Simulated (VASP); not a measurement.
# NaCl (I-4m2) in VASP: notebook, part 2 of 3

VASP 6.6.1. The steps go on from the part before.

## (3) Single point, PBE

This run uses another cell than the first one, of 28.43 Å³/atom.

INCAR

```
SYSTEM = NaCl
ALGO = Normal ; EDIFF = 1E-7
ENCUT = 520 ; GGA = PE
ISIF = 2 ; ISMEAR = 0
LASPH = .TRUE. ; LCHARG = .FALSE.
LREAL = .FALSE. ; LWAVE = .FALSE.
NBANDS = 14 ; NELM = 100
PREC = Accurate ; SIGMA = 0.1
```

KPOINTS

```
k-points
0
G
  8 8 8
  0 0 0
```

POSCAR

```
NaCl
1.0
   -2.4361073756      2.4361073756      2.3949348751
    2.4361073756     -2.4361073756      2.3949348751
    2.4361073756      2.4361073756     -2.3949348751
Na Cl
1 1
Direct
    0.0000000000      0.0000000000      0.0000000000
    0.2500000000      0.7500000000      0.5000000000
```

Potentials or basis: VASP PAW PBE potentials, release 64 (Na_pv, Cl).

Run with:

```bash
$ cat potpaw_PBE.64/Na_pv/POTCAR potpaw_PBE.64/Cl/POTCAR > POTCAR
$ mpirun -np 1 vasp_std > vasp.out
```

Wall time 25 s (1 thread of AMD EPYC 9R45 (Zen 5), shared host); peak memory 0.16 GiB.

Results (log left out):

```yaml
Free_energy: -6.6342 eV
Pressure: 0.0 GPa
Band_gap_on_the_k_mesh: 4.66 eV
```

Levels at points of the mesh, in eV from the valence-band top:
```
           k point  band 4  band 5  band 6  band 7  band 8  band 9  band 10  band 11
(0.00, 0.00, 0.00)  -12.31   -0.18   -0.18    0.00    4.66   10.75    11.43    11.43
(0.50, 0.00, 0.00)  -12.14   -1.26   -0.48   -0.11    7.13    9.13     9.30    12.53
(0.50, 0.50, 0.00)  -12.13   -1.37   -0.26   -0.20    6.93    9.11    10.08    12.45
(0.50, 0.50, 0.50)  -12.06   -0.86   -0.86   -0.68    7.43    7.67    11.85    11.85
```

## (4) Relaxation of cell and atoms, PBE

INCAR

```
SYSTEM = NaCl
ALGO = Normal
EDIFF = 1E-6
EDIFFG = -0.04
ENCUT = 600
GGA = PE
IBRION = 2
ISIF = 3
ISMEAR = 0
LASPH = .True.
LCHARG = .False.
LREAL = .False.
LWAVE = .False.
NELM = 80
NSW = 90
PREC = Accurate
SIGMA = 0.1
```

KPOINTS

```
k-points
0
Gamma
  8 8 8
  0 0 0
```

POSCAR

```
NaCl
1.0
   -2.5359118500      2.5359118500      1.3843249400
    2.5359118500     -2.5359118500      1.3843249400
    2.5359118500      2.5359118500     -1.3843249400
Na Cl
1 1
Direct
    0.0000000000      0.0000000000      0.0000000000
    0.2500000000      0.7500000000      0.5000000000
```

Potentials or basis: VASP PAW PBE potentials, release 64 (Na_pv, Cl).

Run with:

```bash
$ cat potpaw_PBE.64/Na_pv/POTCAR potpaw_PBE.64/Cl/POTCAR > POTCAR
$ mpirun -np 1 vasp_std > vasp.out
```

OUTCAR:

```text
SYSTEM = NaCl
   EDIFF = 1E-6
   EDIFFG = -0.04
   ENCUT = 600
   GGA = PE
   IBRION = 2
   ISIF = 3
   ISMEAR = 0
   LASPH = .True.
   LREAL = .False.
   NELM = 80
   NSW = 90
   PREC = Accurate

 ion  position               nearest neighbor table
   1  0.000  0.000  0.000-   2 2.63   2 2.63   2 2.63   2 2.63
   2  0.250  0.750  0.500-   1 2.63   1 2.63   1 2.63   1 2.63

  LATTYP: Found a body centered tetragonal cell.
 ALAT       =     5.0718237000
 C/A-ratio  =     0.5458884306

  Lattice vectors:

 A1 = (  -2.5359118500,   2.5359118500,   1.3843249400)
 A2 = (   2.5359118500,  -2.5359118500,   1.3843249400)
 A3 = (   2.5359118500,   2.5359118500,  -1.3843249400)

Analysis of symmetry for initial positions (statically):
=====================================================================
 Subroutine PRICEL returns:
 Original cell was already a primitive cell.

 Routine SETGRP: Setting up the symmetry group for a
 body centered tetragonal supercell.

 Subroutine GETGRP returns: Found  8 space group operations
 (whereof  8 operations were pure point group operations)
 out of a pool of 16 trial point group operations.

The static configuration has the point symmetry D_2d.

Analysis of symmetry for dynamics (positions and initial velocities):
=====================================================================
 Subroutine PRICEL returns:
 Original cell was already a primitive cell.

 Routine SETGRP: Setting up the symmetry group for a
 body centered tetragonal supercell.

 Subroutine GETGRP returns: Found  8 space group operations
 (whereof  8 operations were pure point group operations)
 out of a pool of 16 trial point group operations.

The dynamic configuration has the point symmetry D_2d.

 Subroutine INISYM returns: Found  8 space group operations
 (whereof  8 operations are pure point group operations),
 and found     1 'primitive' translations

----------------------------------------------------------------------------------------

                                     Primitive cell

  volume of cell :      35.6095

  direct lattice vectors                    reciprocal lattice vectors
    -2.535911850  2.535911850  1.384324940     0.000000000  0.197167737  0.361186876
     2.535911850 -2.535911850  1.384324940     0.197167737  0.000000000  0.361186876
     2.535911850  2.535911850 -1.384324940     0.197167737  0.197167737  0.000000000

  length of vectors
     3.844223376  3.844223376  3.844223376     0.411498573  0.411498573  0.278837287

  position of ions in fractional coordinates (direct lattice)
     0.000000000  0.000000000  0.000000000
     0.250000000  0.750000000  0.500000000

  ion indices of the primitive-cell ions
   primitive index   ion index
                 1           1
                 2           2

----------------------------------------------------------------------------------------

 KPOINTS: k-points

Automatic generation of k-mesh.
 Grid dimensions read from file:
 generate k-points for:    8    8    8

 Generating k-lattice:

  Cartesian coordinates                     Fractional coordinates (reciprocal lattice)
     0.000000000  0.024645967  0.045148359     0.125000000  0.000000000  0.000000000
     0.024645967  0.000000000  0.045148359     0.000000000  0.125000000  0.000000000
     0.024645967  0.024645967  0.000000000     0.000000000  0.000000000  0.125000000

  Length of vectors
     0.051437322  0.051437322  0.034854661

  Shift w.r.t. Gamma in fractional coordinates (k-lattice)
     0.000000000  0.000000000  0.000000000

 Subroutine IBZKPT returns following result:
 ===========================================

 Found     59 irreducible k-points:

 Following reciprocal coordinates:
            Coordinates               Weight
  0.000000  0.000000  0.000000      1.000000
  0.125000  0.000000  0.000000      8.000000
  0.250000  0.000000  0.000000      8.000000
  0.375000  0.000000  0.000000      8.000000
  0.500000  0.000000  0.000000      4.000000
  0.125000  0.125000  0.000000      8.000000
[... 16 lines left out ...]
  0.250000  0.125000  0.125000     16.000000
  0.375000  0.125000  0.125000      8.000000
 [... further k-points ...]
   k-points           NKPTS =     59   k-points in BZ     NKDIM =     59   number of bands    NBANDS=     11
   number of dos      NEDOS =    301   number of ions     NIONS =      2
   total plane-waves  NPLWV =  32768
   dimension x,y,z NGX =    32 NGY =   32 NGZ =   32
   dimension x,y,z NGXF=    64 NGYF=   64 NGZF=   64
   ions per type =               1   1
   NGX,Y,Z   is equivalent  to a cutoff of  13.84, 13.84, 13.84 a.u.
   NGXF,Y,Z  is equivalent  to a cutoff of  27.68, 27.68, 27.68 a.u.
 SYSTEM =  NaCl
   PREC   = accura    normal or accurate (medium, high low for compatibility)
   ISTART =      0    job   : 0-new  1-cont  2-samecut
   ICHARG =      2    charge: 1-file 2-atom 10-const
   ISPIN  =      1    spin polarized calculation?
   LNONCOLLINEAR =      F non collinear calculations
   LSORBIT =      F    spin-orbit coupling
   LASPH  =      T    aspherical Exc in radial PAW
   ENCUT  =  600.0 eV  44.10 Ry    6.64 a.u.   7.68  7.68  7.68*2*pi/ulx,y,z
   NELM   =     80;   NELMIN=  2; NELMDL= -5     # of ELM steps
   EDIFF  = 0.1E-05   stopping-criterion for ELM
   LREAL  =      F    real-space projection
   EDIFFG = -.4E-01   stopping-criterion for IOM
   NSW    =     90    number of steps for IOM
   IBRION =      2    ionic relax: 0-MD 1-quasi-New 2-CG
   NFREE  =      1    steps in history (QN), initial steepest desc. (CG)
   ISIF   =      3    stress and relaxation
   ISYM   =      2    0-nonsym 1-usesym 2-fastsym
   POTIM  = 0.5000    time-step for ionic-motion
   TEBEG  =    0.0;   TEEND  =   0.0 temperature during run
   PSTRESS=    0.0 pullay stress
   NELECT =      14.0000    total number of electrons
   NUPDOWN=      -1.0000    fix difference up-down
   EMIN   =  10.00;   EMAX   =-10.00  energy-range for DOS
   EFERMI =   0.00;   METHOD = LEGACY
   ISMEAR =     0;   SIGMA  =   0.10  broadening in eV -4-tet -1-fermi 0-gaus
   EFERMI_NEDOS =   21; number of points for ismear=-14 and -15
   IALGO  =     38    algorithm
   IMIX   =      4    mixing-type and parameters
     AMIX     =   0.40;   BMIX     =  1.00
     AMIX_MAG =   1.60;   BMIX_MAG =  1.00
  volume/ion in A,a.u.               =      17.80       120.15
  Fermi-wavevector in a.u.,A,eV,Ry     =   1.199302  2.266353 19.569619  1.438326
  Thomas-Fermi vector in A             =   2.335169
   LORBIT       =      0    0 simple, 1 ext, 2 COOP (PROOUT), +10 PAW based schemes
   GGA     = PE    functional components
   LHFCALC =     F    Hartree Fock is set to
   AEXX    =    0.0000 exact exchange contribution
   IVDW    =     0    specifies the selected vdW correction
   LEPSILON=     F    determine dielectric tensor
   LRPA    =     F    only Hartree local field effects (RPA)
 conjugate gradient relaxation of ions
 non-spin polarized calculation
 Gauss-broadening in eV      SIGMA  =   0.10
  energy-cutoff  :      600.00
  volume of cell :       35.61
 maximum number of plane-waves:      1207
   NGX = 15   NGY = 15   NGZ = 15

--------------------------------------- Ionic step        1  -------------------------------------------

 number of electron      14.0000003 magnetization

 Free energy of the ion-electron system (eV)
  ---------------------------------------------------
  ext. energy  EPLUGINS =         0.00000000
  ---------------------------------------------------
  free energy    TOTEN  =        -5.55091841 eV

  energy without entropy =       -5.55091841  energy(sigma->0) =       -5.55091841

 E-fermi :   4.5648     XC(G=0):  -9.2110

 val. band max:        4.0638243465   @ k =   0.0000   0.0000   0.0000
 cond. band min:       5.8419089417   @ k =   0.0000   0.0000   0.0000
 fundamental gap:      1.7780845952
 Fermi energy:         4.5647709059
[... 782 lines left out ...]
  FREE ENERGIE OF THE ION-ELECTRON SYSTEM (eV)
  ---------------------------------------------------
  free  energy   TOTEN  =        -6.4907718877 eV

  energy  without entropy=       -6.4907718877  energy(sigma->0) =       -6.49077189

[... ionic steps 4 to 8 ...]

--------------------------------------- Ionic step        9  -------------------------------------------

 number of electron      13.9999991 magnetization

------------------------ aborting loop because EDIFF is reached ----------------------------------------
[... 67 lines left out ...]
--------------------------------------- Ionic step       11  -------------------------------------------

 number of electron      14.0000000 magnetization

 Free energy of the ion-electron system (eV)
  ---------------------------------------------------
  ext. energy  EPLUGINS =         0.00000000
  ---------------------------------------------------
  free energy    TOTEN  =        -6.60679310 eV

  energy without entropy =       -6.60679310  energy(sigma->0) =       -6.60679310

 E-fermi :  -1.0958     XC(G=0):  -7.3798

 val. band max:       -1.4917797921   @ k =   0.0000   0.0000   0.0000
 cond. band min:       3.0285980007   @ k =   0.0000   0.0000   0.0000
 fundamental gap:      4.5203777928
 Fermi energy:        -1.0957574106
[... 365 lines left out ...]
  FREE ENERGIE OF THE ION-ELECTRON SYSTEM (eV)
  ---------------------------------------------------
  free  energy   TOTEN  =        -6.6067931005 eV

  energy  without entropy=       -6.6067931005  energy(sigma->0) =       -6.60679310

 reached required accuracy - stopping structural energy minimisation
```

CONTCAR:

```text
NaCl
   1.00000000000000
    -2.4981352032378146    2.4981352032378146    2.1248420937995656
     2.4981352032378146   -2.4981352032378146    2.1248420937995656
     2.4981352032378146    2.4981352032378146   -2.1248420937995656
  Na              Cl
     1     1
Direct
     0.0000000000000000    0.0000000000000000    0.0000000000000000
     0.2500000000000000    0.7500000000000000    0.5000000000000000

  0.00000000E+00  0.00000000E+00  0.00000000E+00
  0.00000000E+00  0.00000000E+00  0.00000000E+00
```

Wall time 1.8 min (1 thread of AMD EPYC 9R45 (Zen 5), shared host); peak memory 0.16 GiB.

What came out:

| Property | Result |
| --- | --- |
| Free energy | -6.6068 eV |
| Relaxed volume | 26.52 Å³/atom |
| Relaxed cell | a = 4.123 Å, b = 4.123 Å, c = 4.123 Å, α = 105.41°, β = 105.41°, γ = 117.95° |
| Space group after relaxing (to 0.1 Å) | I-4m2 (No. 119) |
| Energy gained by relaxing | 527.9 meV/atom |
| Ionic steps | 11 |
| Pressure after relaxing | 0.0 GPa |
| Band gap on the k mesh | 4.52 eV |

Step by step:
```
step  energy change (eV)  largest force (eV/Å)  pressure (GPa)  volume (Å³)
   1              0.0000                0.0000           13.84        35.61
   2             -0.8383                0.0000            2.60        43.73
   3             -0.9399                0.0000            0.88        46.87
   4             -1.0135                0.0000           -1.04        53.30
   5             -1.0157                0.0000           -1.27        54.68
   6             -1.0154                0.0000           -1.45        55.47
   7             -1.0446                0.0000           -0.56        53.26
   8             -1.0518                0.0000            0.20        51.76
   9             -1.0519                0.0000            0.32        51.55
  10             -1.0536                0.0000            0.23        51.93
  11             -1.0559                0.0000           -0.04        53.04
```

Final structure:
```yaml
crystal:
  lattice:
    - [-2.49814, 2.49814, 2.12484]
    - [2.49814, -2.49814, 2.12484]
    - [2.49814, 2.49814, -2.12484]
  atoms:
    - { symbol: Na, position: [0.00000, 0.00000, 0.00000] }
    - { symbol: Cl, position: [0.25000, 0.75000, 0.50000] }
```

Caveat: the volume moved by over 15 % at a fixed basis, so the end points are rough.

(Continued in part 3 of 3.)
